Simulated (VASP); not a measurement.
# MoS2 in VASP: single point with r2SCAN

Aim: the single point of MoS2 with r2SCAN.

Everything below comes from runs of VASP 6.6.1. Logs are shortened: lines on timing, memory, paths and dates and some standing lists are left out, and cuts for length are marked.

### Step 1. The cell of the first run

The typed cell holds 6 atoms: a = 3.213 Å, b = 3.213 Å, c = 12.495 Å, α = 90.00°, β = 90.00°, γ = 120.00°.

### Step 2. Single point, r2SCAN

Contents of POSCAR:

```
MoS2
1.0
    3.2129631700      0.0000000000      0.0000000000
   -1.6064815800      2.7825031600      0.0000000000
    0.0000000000      0.0000000000     12.4949694200
Mo S
2 4
Direct
    0.3333000000      0.6667000000      0.2500000000
    0.6666000000      0.3333000000      0.7500000000
    0.3333000000      0.6667000000      0.6230000000
    0.6666000000      0.3333000000      0.1230000000
    0.3333000000      0.6667000000      0.8770000000
    0.6667000000      0.3334000000      0.3770000000
```

Contents of INCAR.step1:

```
ALGO     = Normal         # electronic algorithm
EDIFF    = 1E-4           # SCF threshold, eV
ENCUT    = 520            # plane-wave cutoff, eV
GGA      = PE             # functional
ISMEAR   = -1             # smearing method
LASPH    = True           # aspherical terms in the spheres
LCHARG   = False          # write CHGCAR
LREAL    = False          # projectors in reciprocal space
LWAVE    = True           # write WAVECAR
NBANDS   = 35             # bands
NELM     = 100            # most SCF steps
PREC     = Accurate       # precision mode
SIGMA    = 0.1            # smearing width, eV
```

Contents of INCAR.step2:

```
ALGO     = Normal         # electronic algorithm
EDIFF    = 1E-6           # SCF threshold, eV
ENCUT    = 520            # plane-wave cutoff, eV
ISIF     = 2              # what is computed and relaxed
ISMEAR   = -1             # smearing method
ISTART   = 1            
LASPH    = True           # aspherical terms in the spheres
LCHARG   = False          # write CHGCAR
LMIXTAU  = True         
LREAL    = False          # projectors in reciprocal space
LWAVE    = False          # write WAVECAR
METAGGA  = R2SCAN         # meta-GGA
NBANDS   = 35             # bands
NELM     = 100            # most SCF steps
PREC     = Accurate       # precision mode
SIGMA    = 0.1            # smearing width, eV
```

Contents of KPOINTS:

```
k-points
0
Gamma
  9 9 2
```

Potentials or basis: VASP PAW PBE potentials, release 64 (Mo_sv, S).

On the command line:

```
$ cat potpaw_PBE.64/Mo_sv/POTCAR potpaw_PBE.64/S/POTCAR > POTCAR
$ cp INCAR.step1 INCAR
$ mpirun -np 1 vasp_std > vasp.out
$ cp INCAR.step2 INCAR
$ mpirun -np 1 vasp_std > vasp.out
```

OUTCAR:

```text
EDIFF = 1E-6
   ENCUT = 520
   ISIF = 2
   ISMEAR = -1
   ISTART = 1
   LASPH = True
   LREAL = False
   METAGGA = R2SCAN
   NELM = 100
   PREC = Accurate

 ion  position               nearest neighbor table
   1  0.333  0.667  0.250-   4 2.44   6 2.44   6 2.44   4 2.44   6 2.44   4 2.44
   2  0.667  0.333  0.750-   3 2.44   5 2.44   3 2.44   5 2.44   3 2.44   5 2.44
   3  0.333  0.667  0.623-   2 2.44   2 2.44   2 2.44
   4  0.667  0.333  0.123-   1 2.44   1 2.44   1 2.44
   5  0.333  0.667  0.877-   2 2.44   2 2.44   2 2.44
   6  0.667  0.333  0.377-   1 2.44   1 2.44   1 2.44

  LATTYP: Found a hexagonal cell.
 ALAT       =     3.2129631700
 C/A-ratio  =     3.8889239493

  Lattice vectors:

 A1 = (   3.2129631700,   0.0000000000,   0.0000000000)
 A2 = (  -1.6064815800,   2.7825031600,   0.0000000000)
 A3 = (   0.0000000000,   0.0000000000,  12.4949694200)

Analysis of symmetry for initial positions (statically):
=====================================================================
 Subroutine PRICEL returns:
 Original cell was already a primitive cell.

 Routine SETGRP: Setting up the symmetry group for a
 hexagonal supercell.

 Subroutine GETGRP returns: Found  1 space group operations
 (whereof  1 operations were pure point group operations)
 out of a pool of 24 trial point group operations.

The static configuration has the point symmetry C_1 .

Analysis of symmetry for dynamics (positions and initial velocities):
=====================================================================
 Subroutine PRICEL returns:
 Original cell was already a primitive cell.

 Routine SETGRP: Setting up the symmetry group for a
 hexagonal supercell.

 Subroutine GETGRP returns: Found  1 space group operations
 (whereof  1 operations were pure point group operations)
 out of a pool of 24 trial point group operations.

The dynamic configuration has the point symmetry C_1 .

 Subroutine INISYM returns: Found  1 space group operations
 (whereof  1 operations are pure point group operations),
 and found     1 'primitive' translations

----------------------------------------------------------------------------------------

                                     Primitive cell

  volume of cell :     111.7060

  direct lattice vectors                    reciprocal lattice vectors
     3.212963170  0.000000000  0.000000000     0.311239173  0.179694315  0.000000000
    -1.606481580  2.782503160  0.000000000     0.000000000  0.359388630  0.000000000
     0.000000000  0.000000000 12.494969420     0.000000000  0.000000000  0.080032209

  length of vectors
     3.212963170  3.212959213 12.494969420     0.359388188  0.359388630  0.080032209

  position of ions in fractional coordinates (direct lattice)
     0.333300000  0.666700000  0.250000000
     0.666600000  0.333300000  0.750000000
     0.333300000  0.666700000  0.623000000
     0.666600000  0.333300000  0.123000000
     0.333300000  0.666700000  0.877000000
     0.666700000  0.333400000  0.377000000

  ion indices of the primitive-cell ions
   primitive index   ion index
                 1           1
                 2           2
                 3           3
                 4           4
                 5           5
                 6           6

----------------------------------------------------------------------------------------

 KPOINTS: k-points

Automatic generation of k-mesh.
 Grid dimensions read from file:
 generate k-points for:    9    9    2

 Generating k-lattice:

  Cartesian coordinates                     Fractional coordinates (reciprocal lattice)
     0.034582130  0.019966035  0.000000000     0.111111111 -0.000000000  0.000000000
     0.000000000  0.039932070  0.000000000     0.000000000  0.111111111  0.000000000
     0.000000000  0.000000000  0.040016104     0.000000000  0.000000000  0.500000000

  Length of vectors
     0.039932021  0.039932070  0.040016104

  Shift w.r.t. Gamma in fractional coordinates (k-lattice)
     0.000000000  0.000000000  0.000000000

 Subroutine IBZKPT returns following result:
 ===========================================

 Found     82 irreducible k-points:

 Following reciprocal coordinates:
            Coordinates               Weight
  0.000000  0.000000  0.000000      1.000000
  0.111111  0.000000  0.000000      2.000000
  0.000000  0.111111  0.000000      2.000000
 -0.111111  0.111111  0.000000      2.000000
  0.222222  0.000000  0.000000      2.000000
  0.000000  0.222222  0.000000      2.000000
[... 16 lines left out ...]
  0.333333  0.111111  0.000000      2.000000
 -0.111111  0.444444  0.000000      2.000000
 [... further k-points ...]
   k-points           NKPTS =     82   k-points in BZ     NKDIM =     82   number of bands    NBANDS=     35
   number of dos      NEDOS =    301   number of ions     NIONS =      6
   total plane-waves  NPLWV =  55296
   dimension x,y,z NGX =    24 NGY =   24 NGZ =   96
   dimension x,y,z NGXF=    48 NGYF=   48 NGZF=  192
   ions per type =               2   4
   NGX,Y,Z   is equivalent  to a cutoff of  12.42, 12.42, 12.77 a.u.
   NGXF,Y,Z  is equivalent  to a cutoff of  24.84, 24.84, 25.55 a.u.
 SYSTEM =  unknown system
   PREC   = accura    normal or accurate (medium, high low for compatibility)
   ISTART =      1    job   : 0-new  1-cont  2-samecut
   ICHARG =      0    charge: 1-file 2-atom 10-const
   ISPIN  =      1    spin polarized calculation?
   LNONCOLLINEAR =      F non collinear calculations
   LSORBIT =      F    spin-orbit coupling
   LASPH  =      T    aspherical Exc in radial PAW
   ENCUT  =  520.0 eV  38.22 Ry    6.18 a.u.   5.97  5.97 23.23*2*pi/ulx,y,z
   NELM   =    100;   NELMIN=  2; NELMDL=  0     # of ELM steps
   EDIFF  = 0.1E-05   stopping-criterion for ELM
   LREAL  =      F    real-space projection
   EDIFFG = 0.1E-04   stopping-criterion for IOM
   NSW    =      0    number of steps for IOM
   IBRION =     -1    ionic relax: 0-MD 1-quasi-New 2-CG
   NFREE  =      0    steps in history (QN), initial steepest desc. (CG)
   ISIF   =      2    stress and relaxation
   ISYM   =      2    0-nonsym 1-usesym 2-fastsym
   POTIM  = 0.5000    time-step for ionic-motion
   TEBEG  =    0.0;   TEEND  =   0.0 temperature during run
   PSTRESS=    0.0 pullay stress
   NELECT =      52.0000    total number of electrons
   NUPDOWN=      -1.0000    fix difference up-down
   EMIN   =  10.00;   EMAX   =-10.00  energy-range for DOS
   EFERMI =   0.00;   METHOD = LEGACY
   ISMEAR =    -1;   SIGMA  =   0.10  broadening in eV -4-tet -1-fermi 0-gaus
   EFERMI_NEDOS =   21; number of points for ismear=-14 and -15
   IALGO  =     38    algorithm
   IMIX   =      4    mixing-type and parameters
     AMIX     =   0.40;   BMIX     =  1.00
     AMIX_MAG =   1.60;   BMIX_MAG =  1.00
  volume/ion in A,a.u.               =      18.62       125.64
  Fermi-wavevector in a.u.,A,eV,Ry     =   1.268772  2.397632 21.902435  1.609784
  Thomas-Fermi vector in A             =   2.401849
   LORBIT       =      0    0 simple, 1 ext, 2 COOP (PROOUT), +10 PAW based schemes
   METAGGA = R2SCAN    functional components
   LHFCALC =     F    Hartree Fock is set to
   AEXX    =    0.0000 exact exchange contribution
   IVDW    =     0    specifies the selected vdW correction
   LEPSILON=     F    determine dielectric tensor
   LRPA    =     F    only Hartree local field effects (RPA)
 non-spin polarized calculation
  energy-cutoff  :      520.00
  volume of cell :      111.71
 maximum number of plane-waves:      3054
   NGX = 11   NGY = 11   NGZ = 47

 number of electron      51.9999999 magnetization

 Free energy of the ion-electron system (eV)
  ---------------------------------------------------
  ext. energy  EPLUGINS =         0.00000000
  ---------------------------------------------------
  free energy    TOTEN  =       -89.98009672 eV

  energy without entropy =      -89.97961952  energy(sigma->0) =      -89.97985812

 E-fermi :   7.2147     XC(G=0): -11.2808

 val. band max:        6.8138317856   @ k =   0.0000   0.0000   0.0000
 cond. band min:       7.9057263478   @ k =   0.3333  -0.1111   0.0000
 fundamental gap:      1.0918945622
 Fermi energy:         7.2147291838

 k-point     1 :       0.0000    0.0000    0.0000
  band No.  band energies     occupation
      1     -56.6725      2.00000
      2     -56.6725      2.00000
      3     -30.0525      2.00000
      4     -30.0525      2.00000
      5     -29.8702      2.00000
      6     -29.8702      2.00000
[... 27 lines left out ...]
     34       9.2612      0.00000
     35      12.7503      0.00000

 k-point     2 :       0.1111    0.0000    0.0000
  band No.  band energies     occupation
      1     -56.6684      2.00000
      2     -56.6684      2.00000
      3     -30.0442      2.00000
      4     -30.0441      2.00000
      5     -29.9125      2.00000
      6     -29.9125      2.00000
[... 27 lines left out ...]
     34       9.3470      0.00000
     35      13.5395      0.00000

 k-point     3 :       0.0000    0.1111    0.0000
  band No.  band energies     occupation
      1     -56.6684      2.00000
      2     -56.6684      2.00000
      3     -30.0442      2.00000
      4     -30.0441      2.00000
      5     -29.9125      2.00000
      6     -29.9125      2.00000
[... 27 lines left out ...]
     34       9.3464      0.00000
     35      13.5386      0.00000
[... 723 lines left out ...]
 k-point    23 :       0.3333    0.1111    0.0000
  band No.  band energies     occupation
      1     -56.6395      2.00000
      2     -56.6395      2.00000
      3     -30.1752      2.00000
      4     -30.1752      2.00000
      5     -29.9867      2.00000
      6     -29.9867      2.00000
[... 27 lines left out ...]
     34      10.9329      0.00000
     35      13.3288      0.00000

 k-point    24 :      -0.1111    0.4444    0.0000
  band No.  band energies     occupation
      1     -56.6395      2.00000
      2     -56.6395      2.00000
      3     -30.1753      2.00000
      4     -30.1752      2.00000
      5     -29.9867      2.00000
      6     -29.9867      2.00000
[... 27 lines left out ...]
     34      10.9325      0.00000
     35      13.3289      0.00000

 [... further k-points ...]
[... 5 lines left out ...]
  --------------------------------------------------------------------------------------
  -------------------------------------------------------------------------------------
  Total       -3.1182775     -3.1163834     -4.3986377      0.0002276     -0.0035401     -0.0020432
  in kB      -44.7248341    -44.6976662    -63.0887850      0.0032650     -0.0507748     -0.0293058
  external PRESSURE =     -50.8370951 kB  Pullay stress =       0.0000000 kB

 VOLUME and BASIS-vectors are now :
 -----------------------------------------------------------------------------
  energy-cutoff  :      520.00
  volume of cell :      111.71
      direct lattice vectors                 reciprocal lattice vectors
     3.212963170  0.000000000  0.000000000     0.311239173  0.179694315  0.000000000
    -1.606481580  2.782503160  0.000000000     0.000000000  0.359388630  0.000000000
     0.000000000  0.000000000 12.494969420     0.000000000  0.000000000  0.080032209

 POSITION                                       TOTAL-FORCE (eV/Angst)
 -----------------------------------------------------------------------------------
     -0.00016      1.85509      3.12374         0.001458     -0.000852     -0.000001
      1.60632      0.92741      9.37123         0.000001      0.003379      0.000001
     -0.00016      1.85509      7.78437         0.000011     -0.001673      0.860984
      1.60632      0.92741      1.53688        -0.000061      0.001582      0.860984
     -0.00016      1.85509     10.95809        -0.000003     -0.001694     -0.860987
      1.60648      0.92769      4.71060        -0.001405     -0.000744     -0.860981
 -----------------------------------------------------------------------------------
    total drift:                                0.000003     -0.000003      0.000000

  FREE ENERGIE OF THE ION-ELECTRON SYSTEM (eV)
  ---------------------------------------------------
  free  energy   TOTEN  =       -89.9800967213 eV

  energy  without entropy=      -89.9796195195  energy(sigma->0) =      -89.97985812
```

Run time: 7.8 min. Hardware: 1 thread of Intel Xeon Platinum 8559C (Emerald Rapids), shared host; peak memory 0.4 GiB.

What came out:

```
Free energy            : -89.9801 eV
Pressure               : -5.1 GPa
Largest force          : 0.861 eV/Å
Band gap on the k mesh : 1.09 eV, indirect (least direct gap 1.67 eV)
```

Forces in eV/Å, atoms in the order of the input:
```
Mo   0.001 -0.001  0.000
Mo   0.000  0.003  0.000
S    0.000 -0.002  0.861
S    0.000  0.002  0.861
S    0.000 -0.002 -0.861
S   -0.001 -0.001 -0.861
```

Levels at points of the mesh, in eV from the valence-band top:
```
           k point  band 22  band 23  band 24  band 25  band 26  band 27  band 28  band 29  band 30  band 31
(0.00, 0.00, 0.00)    -2.14    -2.14    -1.26    -1.03     0.00     2.19     2.19     2.22     2.22     2.29
(0.00, 0.00, 0.50)    -2.16    -2.16    -2.16    -0.26    -0.26     2.19     2.19     2.19     2.19     2.38
```

Caveat: the PAW data sets were made with another functional, which shifts forces and pressure a little. A k mesh can miss the band edges.
